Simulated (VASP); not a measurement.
Input of a VASP 6.6.1 run:

INCAR

```
PREC = Accurate
ENCUT = 600
EDIFF = 1E-7
ISMEAR = 0
SIGMA = 0.1
LREAL = F
LASPH = T
NELM = 100
ALGO = Normal
ISIF = 3
LWAVE = F
LCHARG = F
GGA = PE
IBRION = 2
NSW = 100
EDIFFG = -0.01
```

Contents of KPOINTS:

```
regular mesh
0
Gamma
  16 16 10
```

The input POSCAR:

```
Si2C
1.0
    2.7299235867      0.0000000000      0.0000000000
    0.0000000000      2.7299235867      0.0000000000
    0.0000000000      0.0000000000      4.7744834674
Si C
2 1
Direct
    0.5000000000      0.5000000000      0.2414793155
    0.5000000000      0.5000000000      0.7585206845
    0.0000000000      0.0000000000      0.0000000000
```

Potentials or basis: VASP PAW PBE potentials, release 64 (Si, C).

Run with:

```console
$ cat potpaw_PBE.64/Si/POTCAR potpaw_PBE.64/C/POTCAR > POTCAR
$ mpirun -np 1 vasp_std > vasp.out
```

(1) Estimate the space group after relaxing (to 0.05 Å).

(2) What does it give for the band gap on the k mesh?

(3) What does it give for the relaxed volume?

## Answers

(1) P4/mmm (No. 123).

(2) zero (band 6 reaches 12.87 eV, above the bottom of band 7 at 7.17 eV).

(3) 11.86 Å³/atom.
